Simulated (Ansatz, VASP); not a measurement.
## Si in VASP and in Ansatz

```
Si
1.0
     3.83755    0.00000    0.00000
     1.91878    3.32342    0.00000
     1.91878    1.10781    3.13335
Si
2
Direct
  0.75000 0.75000 0.75000
  0.50000 0.50000 0.50000
```

Alike in both runs: task single point; functional PBE; k mesh 4 × 4 × 4; no spin polarisation.

|  | VASP | Ansatz |
| --- | --- | --- |
| version | VASP 6.6.1 | Ansatz 0.2.0 |
| potentials or method | VASP PAW PBE potentials, release 64 (Si) | plane waves, PAW |
| plane-wave cutoff (eV) | 500 | 420 |
| occupations | gaussian, width 0.01 eV | fixed |
| valence electrons in the cell | 8 | 8 |

```tsv
	VASP	Ansatz	Ansatz less VASP
gap on the k mesh at the Fermi level (eV)	0.69	0.69	-0.002
```

The k mesh is coarse, so the values compare programs but aren't converged.
